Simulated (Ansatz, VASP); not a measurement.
HfN: VASP beside Ansatz

File INCAR:

```
ALGO = Normal
EDIFF = 1E-6
ENCUT = 520
GGA = PS
ISIF = 2
ISMEAR = 0
LASPH = True
LCHARG = False
LREAL = False
LWAVE = False
NBANDS = 14
NELM = 80
PREC = Accurate
SIGMA = 0.15
```

The input KPOINTS:

```
k-points
0
Gamma
  16 16 16
```

The input POSCAR:

```
HfN
1.0
    0.0000000000      2.5775631000      2.5161925500
    2.5775631000      0.0000000000      2.5161925500
    2.5775631000      2.5775631000      0.0000000000
Hf N
1 1
Direct
    0.0000000000      0.0000000000      0.0000000000
    0.7500000000      0.7500000000      0.7500000000
```

Input for Ansatz:

```yaml
crystal:
  lattice:
    - [0.0, 2.5775631, 2.51619255]
    - [2.5775631, 0.0, 2.51619255]
    - [2.5775631, 2.5775631, 0.0]
  atoms:
    - { symbol: Hf, position: [0.0, 0.0, 0.0] }
    - { symbol: "N", position: [0.75, 0.75, 0.75] }
basis:
  ecutwfc: 420
kpoints:
  mp_grid: { grid: [16, 16, 16] }
hamiltonian:
  xc: pbesol
scf:
  occupations: { method: gaussian, width: 0.15 }
output:
  forces: true
  stress: true
  eigenvalues: true
```

Change from the starting cell: strain +0.050 along x and y, +0.025 along z, atoms carried along.

Alike in both runs: task single point; functional PBEsol; k mesh 16 × 16 × 16; occupations gaussian, width 0.15 eV; no spin polarisation.

|  | VASP | Ansatz |
| --- | --- | --- |
| version | VASP 6.6.1 | Ansatz 0.2.0 |
| potentials or method | VASP PAW PBE potentials, release 64 (Hf_pv, N), cutoff 520 eV | scalar-relativistic, plane waves, PAW |
| valence electrons in the cell | 15 | 31 |

Ansatz gave:

* gap on the k mesh at the Fermi level (eV): none
* pressure (GPa): -22.3
* traceless stress, the component that is largest in VASP (GPa): 2.30

Task: What did VASP give for the same quantities?

Result: gap on the k mesh at the Fermi level (eV): none; pressure (GPa): -23.3; traceless stress, the component that is largest in VASP (GPa): 2.31.

VASP's potentials were made for PBE, not for PBEsol. A gap of «none» marks a metal or a gap that the smearing closes. VASP's potentials hold 15 valence electrons a cell and Ansatz's 31, so a difference there can come from the potentials and not from the codes.

Spin-orbit coupling is off throughout.
